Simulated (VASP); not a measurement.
# ZrB2 (P6/mmm) in VASP: further runs

The runs below take ZrB2 through electric field gradients, with PBE.

All numbers are computed with VASP 6.6.1; they aren't measurements. Logs are shortened: lines on timing, memory, paths and dates and some standing lists are left out, and cuts for length are marked.

## (1) The cell of the first run

It takes space group P6/mmm (No. 191, hexagonal). The conventional cell has a = 3.154 Å, b = 3.154 Å, c = 3.508 Å, α = 90.00°, β = 90.00°, γ = 120.00°. Within 3.3 Å of Zr (site symmetry 6/mmm) lie 12 B at 2.53 Å and 6 Zr at 3.15 Å. B (site symmetry -6m2) has 3 B at 1.82 Å within 2.4 Å.

## (2) Electric field gradients, PBE (volume scaled by 0.99)

INCAR reads:

```
  PREC = Accurate
  ENCUT = 520
  EDIFF = 1E-8
  ISMEAR = -1
  SIGMA = 0.05
  LREAL = False
  LASPH = True
  NELM = 60
  ALGO = Normal
  ISIF = 2
  LWAVE = False
  LCHARG = False
  GGA = PE
  LEFG = True
  NBANDS = 16
```

KPOINTS reads:

```
regular mesh
0
Gamma
  12 12 9
```

POSCAR reads:

```
ZrB2
1.0
    3.1544144627      0.0000000000      0.0000000000
   -1.5772072314      2.7318030588      0.0000000000
    0.0000000000      0.0000000000      3.5082273368
Zr B
1 2
Direct
    0.0000000000      0.0000000000      0.0000000000
    0.3333333333      0.6666666667      0.5000000000
    0.6666666667      0.3333333333      0.5000000000
```

Potentials or basis: VASP PAW PBE potentials, release 64 (Zr_sv, B).

Launch:

```console
cat potpaw_PBE.64/Zr_sv/POTCAR potpaw_PBE.64/B/POTCAR > POTCAR
mpirun -np 1 vasp_std > vasp.out
```

OUTCAR:

```text
PREC = Accurate
   ENCUT = 520
   EDIFF = 1E-8
   ISMEAR = -1
   LREAL = False
   LASPH = True
   NELM = 60
   ISIF = 2
   GGA = PE

 ion  position               nearest neighbor table
   1  0.000  0.000  0.000-   2 2.53   3 2.53   2 2.53   3 2.53   3 2.53   3 2.53   2 2.53   2 2.53
                             3 2.53   3 2.53   2 2.53   2 2.53
   2  0.333  0.667  0.500-   3 1.82   3 1.82   3 1.82   1 2.53   1 2.53   1 2.53   1 2.53   1 2.53
                             1 2.53
   3  0.667  0.333  0.500-   2 1.82   2 1.82   2 1.82   1 2.53   1 2.53   1 2.53   1 2.53   1 2.53
                             1 2.53

  LATTYP: Found a hexagonal cell.
 ALAT       =     3.1544144627
 C/A-ratio  =     1.1121643583

  Lattice vectors:

 A1 = (   3.1544144627,   0.0000000000,   0.0000000000)
 A2 = (  -1.5772072314,   2.7318030588,   0.0000000000)
 A3 = (   0.0000000000,   0.0000000000,   3.5082273368)

Analysis of symmetry for initial positions (statically):
=====================================================================
 Subroutine PRICEL returns:
 Original cell was already a primitive cell.

 Routine SETGRP: Setting up the symmetry group for a
 hexagonal supercell.

 Subroutine GETGRP returns: Found 24 space group operations
 (whereof 24 operations were pure point group operations)
 out of a pool of 24 trial point group operations.

The static configuration has the point symmetry D_6h.

Analysis of symmetry for dynamics (positions and initial velocities):
=====================================================================
 Subroutine PRICEL returns:
 Original cell was already a primitive cell.

 Routine SETGRP: Setting up the symmetry group for a
 hexagonal supercell.

 Subroutine GETGRP returns: Found 24 space group operations
 (whereof 24 operations were pure point group operations)
 out of a pool of 24 trial point group operations.

The dynamic configuration has the point symmetry D_6h.

 Subroutine INISYM returns: Found 24 space group operations
 (whereof 24 operations are pure point group operations),
 and found     1 'primitive' translations

----------------------------------------------------------------------------------------

                                     Primitive cell

[... 130 lines left out ...]
 number of electron      18.0000000 magnetization

 Free energy of the ion-electron system (eV)
  ---------------------------------------------------
  ext. energy  EPLUGINS =         0.00000000
  ---------------------------------------------------
  free energy    TOTEN  =       -24.97154450 eV

  energy without entropy =      -24.96964760  energy(sigma->0) =      -24.97059605

 E-fermi :  10.7961     XC(G=0): -12.5231

 val. band max:       10.7915356856   @ k =   0.1667   0.1667   0.1111
 cond. band min:      10.8688905019   @ k =   0.1667   0.1667   0.2222
 fundamental gap:      0.0773548163
 Fermi energy:        10.7961447154

 k-point     1 :       0.0000    0.0000    0.0000
  band No.  band energies     occupation
      1     -37.8607      2.00000
      2     -16.0563      2.00000
      3     -15.4817      2.00000
      4     -15.4817      2.00000
      5      -2.0909      2.00000
      6       8.0363      2.00000
[... 433 lines left out ...]
      3     -15.9588      2.00000
      4     -15.6466      2.00000
      5      -0.0097      2.00000
      6       4.2017      2.00000
[... 8 lines left out ...]
     15      18.5380      0.00000
     16      21.4865      0.00000

 [... further k-points ...]
[... 5 lines left out ...]
  --------------------------------------------------------------------------------------
  -------------------------------------------------------------------------------------
  Total        0.8772155      0.8772155      1.1307804     -0.0000000      0.0000000      0.0000000
  in kB       46.4901543     46.4901543     59.9284395     -0.0000000      0.0000000      0.0000000
  external PRESSURE =      50.9695827 kB  Pullay stress =       0.0000000 kB

 VOLUME and BASIS-vectors are now :
 -----------------------------------------------------------------------------
  energy-cutoff  :      520.00
  volume of cell :       30.23
      direct lattice vectors                 reciprocal lattice vectors
     3.154414463  0.000000000  0.000000000     0.317016046  0.183029299  0.000000000
    -1.577207231  2.731803059  0.000000000     0.000000000  0.366058599  0.000000000
     0.000000000  0.000000000  3.508227337     0.000000000  0.000000000  0.285044241

 POSITION                                       TOTAL-FORCE (eV/Angst)
 -----------------------------------------------------------------------------------
      0.00000      0.00000      0.00000         0.000000      0.000000      0.000000
     -0.00000      1.82120      1.75411        -0.000000      0.000000      0.000000
      1.57721      0.91060      1.75411         0.000000     -0.000000      0.000000
 -----------------------------------------------------------------------------------
    total drift:                               -0.000000      0.000000     -0.000000

  FREE ENERGIE OF THE ION-ELECTRON SYSTEM (eV)
  ---------------------------------------------------
  free  energy   TOTEN  =       -24.9715445045 eV

  energy  without entropy=      -24.9696476029  energy(sigma->0) =      -24.97059605

 Electric field gradients (V/A^2)
---------------------------------------------------------------------
 ion       V_xx      V_yy      V_zz      V_xy      V_xz      V_yz
---------------------------------------------------------------------
   1     -20.630   -20.630    41.260    -0.000     0.000     0.000
   2      -0.797    -0.797     1.595    -0.000     0.000    -0.000
   3      -0.797    -0.797     1.595    -0.000     0.000    -0.000
---------------------------------------------------------------------

 Electric field gradients after diagonalization (V/A^2)
 (convention: |V_zz| > |V_xx| > |V_yy|)
----------------------------------------------------------------------
 ion       V_xx      V_yy      V_zz     asymmetry (V_yy - V_xx)/ V_zz
----------------------------------------------------------------------
   1     -20.630   -20.630    41.260       0.000
   2      -0.798    -0.797     1.595       0.000
   3      -0.798    -0.797     1.595       0.000
----------------------------------------------------------------------

           NMR quadrupolar parameters

 Cq : quadrupolar parameter    Cq=e*Q*V_zz/h
 eta: asymmetry parameters     (V_yy - V_xx)/ V_zz
 Q  : nuclear electric quadrupole moment in mb (millibarn)
----------------------------------------------------------------------
 ion       Cq(MHz)       eta       Q (mb)
----------------------------------------------------------------------
   1       0.100       0.000       1.000
   2       0.004       0.000       1.000
   3       0.004       0.000       1.000
----------------------------------------------------------------------
```

stdout:

```text
POSCAR found type information on POSCAR ZrB
 POSCAR found :  2 types and       3 ions
 scaLAPACK will be used
 LDA part: xc-table for (Slater+PW92), standard interpolation
 POSCAR, INCAR and KPOINTS ok, starting setup
 FFT: planning ... GRIDC
 FFT: planning ... GRID_SOFT
 FFT: planning ... GRID
 WAVECAR not read
 entering main loop
ion   1

ion   2

ion   3
```

Wall time 17 s (1 thread of Intel Xeon 6975P-C (Granite Rapids), shared host); peak memory 0.17 GiB.

What came out:

* Free energy: -24.9715 eV
* Pressure: 5.1 GPa
* Band gap on the k mesh: zero (band 9 reaches 11.48 eV, above the bottom of band 10 at 10.17 eV)

Levels at points of the mesh, in eV from the Fermi level:
```csv
k point,band 6,band 7,band 8,band 9,band 10,band 11,band 12,band 13
"(0.00, 0.00, 0.00)",-2.76,-2.76,-2.70,-2.40,3.39,3.39,4.20,4.20
"(0.50, 0.00, 0.00)",-8.60,-4.02,-3.16,-2.81,2.19,2.27,4.94,5.03
```

Electric field gradients, principal values (V/Å²):
```
atom    least   middle  greatest (by size)
1 Zr  -20.630  -20.630              41.260
 2 B   -0.797   -0.798               1.595
 3 B   -0.797   -0.798               1.595
```

Caveat: without QUAD_EFG the Cq values of the log hold for a quadrupole moment of 1 mb, not for the nuclei.

[end of part 1 of 3]
